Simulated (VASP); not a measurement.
Si3Ge:

```xyz
4
Lattice="3.8881 0.0000 0.0000 0.0000 3.8881 0.0000 0.0000 0.0000 5.4837" Properties=species:S:1:pos:R:3 pbc="T T T"
Si    1.9440    0.0000    4.1395
Si    1.9440    1.9440    0.0000
Si    0.0000    1.9440    1.3442
Ge    0.0000    0.0000    2.7418
```

Base run:

| Quantity | Value |
| --- | --- |
| Program | VASP 6.6.1 |
| Functional | r2SCAN |
| Potentials or basis | VASP PAW PBE potentials, release 64 (Si, Ge_d) |
| Cutoff | 520 eV |
| k mesh | 6 × 6 × 4 |
| Occupations | gaussian, width 0.01 eV |
| Spin | no spin polarisation |

Its results: band gap on the k mesh 0.58 eV (least direct gap 0.85 eV); pressure -0.1 GPa.

Problem. The run is repeated on the same cell with these changes: functional from r2SCAN to LDA; potentials or basis from VASP PAW PBE potentials, release 64 (Si, Ge_d) to VASP PAW LDA potentials, release 64 (Si, Ge_d). What comes out?

Solution. Band gap on the k mesh 0.28 eV (least direct gap 0.53 eV); pressure -2.1 GPa.

Caveats: the PAW data sets were made with another functional, which shifts forces and pressure a little (at least some runs).

A k mesh can miss the band edges.
